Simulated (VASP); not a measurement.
Here is a VASP 6.6.1 calculation.

The input INCAR:

```
SYSTEM = WS2
  PREC = Accurate
  ENCUT = 520
  EDIFF = 1E-6
  ISMEAR = -1
  SIGMA = 0.05
  LREAL = .False.
  LASPH = .True.
  NELM = 100
  ALGO = Normal
  ISIF = 2
  LWAVE = .False.
  LCHARG = .False.
  GGA = PE
  NBANDS = 20
```

KPOINTS

```
regular mesh
0
Gamma
  8 8 3
  0 0 0
```

File POSCAR:

```
WS2
1.0
    3.4062151400      0.0000000000      0.0000000000
    0.0000000000      3.4062151400      0.0000000000
    0.0000000000      0.0000000000     10.7572837200
W S
1 2
Direct
    0.5000000000      0.5000000000      0.5000000000
    0.5000000000      0.5000000000      0.9155235500
    0.5000000000      0.5000000000      0.0844764500
```

Potentials or basis: VASP PAW PBE potentials, release 64 (W_sv, S).

Command:

```bash
$ cat potpaw_PBE.64/W_sv/POTCAR potpaw_PBE.64/S/POTCAR > POTCAR
$ mpirun -np 1 vasp_std > vasp.out
```

**Question.** Predict the band gap on the k mesh.

**Answer.** Zero (band 13 reaches 1.35 eV, above the bottom of band 14 at 0.10 eV).

**Question.** Predict the pressure.

**Answer.** -6.2 GPa.

Stress tensor (GPa, compression positive):
```
-12.32   0.00   0.00
  0.00 -12.32   0.00
  0.00   0.00   6.13
```

Caveat: spin-orbit coupling is left out, which moves the levels of the heavy elements; forces of over 1 eV/Å act on the atoms, so gaps and moduli don't describe the material at rest.
